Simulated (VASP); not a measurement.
Input of a VASP 6.6.1 run:

File INCAR:

```
SYSTEM = HPbNO4
PREC = Accurate
ENCUT = 520
EDIFF = 1E-6
ISMEAR = -1
SIGMA = 0.05
LREAL = .False.
LASPH = .True.
NELM = 100
ALGO = Normal
ISIF = 2
LWAVE = .False.
LCHARG = .False.
GGA = PE
NBANDS = 57
```

File KPOINTS:

```
Automatic mesh
0
Gamma
  5 6 4
  0 0 0
```

The input POSCAR:

```
HPbNO4
1.0
    6.9490273241      0.0000000000      0.0000000000
    0.0000000000      4.2842965130      0.0000000000
   -3.4356336699      0.0000000000      7.3703192674
H Pb N O
2 2 2 8
Direct
    0.2254900000      0.7500000000      0.5073000000
    0.7745100000      0.2500000000      0.4927000000
    0.3022900000      0.2500000000      0.2849400000
    0.6977100000      0.7500000000      0.7150600000
    0.2148400000      0.7500000000      0.8356700000
    0.7851600000      0.2500000000      0.1643300000
    0.3307800000      0.7500000000      0.4533800000
    0.4090900000      0.7500000000      0.8690100000
    0.1550800000      0.7500000000      0.9653700000
    0.0708300000      0.7500000000      0.6695500000
    0.6692200000      0.2500000000      0.5466100000
    0.5909100000      0.2500000000      0.1309900000
    0.8449200000      0.2500000000      0.0346300000
    0.9291700000      0.2500000000      0.3304500000
```

Potentials or basis: VASP PAW PBE potentials, release 64 (H, Pb_d, N, O).

Run with:

```sh
$ cat potpaw_PBE.64/H/POTCAR potpaw_PBE.64/Pb_d/POTCAR potpaw_PBE.64/N/POTCAR potpaw_PBE.64/O/POTCAR > POTCAR
$ mpirun -np 1 vasp_std > vasp.out
```

(1) What does it give for the largest force?

(2) What does it give for the pressure?

Answers

(1) 0.615 eV/Å.

(2) -2.8 GPa.

Caveat: the standard files for N, O and F lose accuracy on very short bonds.
